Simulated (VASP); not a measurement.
Pb:

```
Pb
1.0
     0.00000    2.49464    2.49464
     2.49464    0.00000    2.49464
     2.49464    2.49464    0.00000
Pb
1
Direct
  0.00000 0.00000 0.00000
```

Base run:

```yaml
Program: VASP 6.6.1
Functional: r2SCAN
Potentials_or_basis: VASP PAW PBE potentials, release 64 (Pb_d)
Cutoff: 520 eV
k_mesh: 11 × 11 × 11
Occupations: gaussian, width 1 eV
Spin: no spin polarisation
```

Its results: band gap on the k mesh zero (band 7 reaches 14.50 eV, above the bottom of band 8 at 5.53 eV); pressure 0.6 GPa.

Task: The run is repeated on the same cell with these changes: occupations from gaussian, width 1 eV to methfessel-paxton, width 0.03 eV. What comes out?

Result: Band gap on the k mesh zero (band 7 reaches 14.50 eV, above the bottom of band 8 at 5.53 eV); pressure 0.0 GPa.

Caveats: the PAW data sets were made with another functional, which shifts forces and pressure a little; spin-orbit coupling is left out, which moves the levels of the heavy elements.
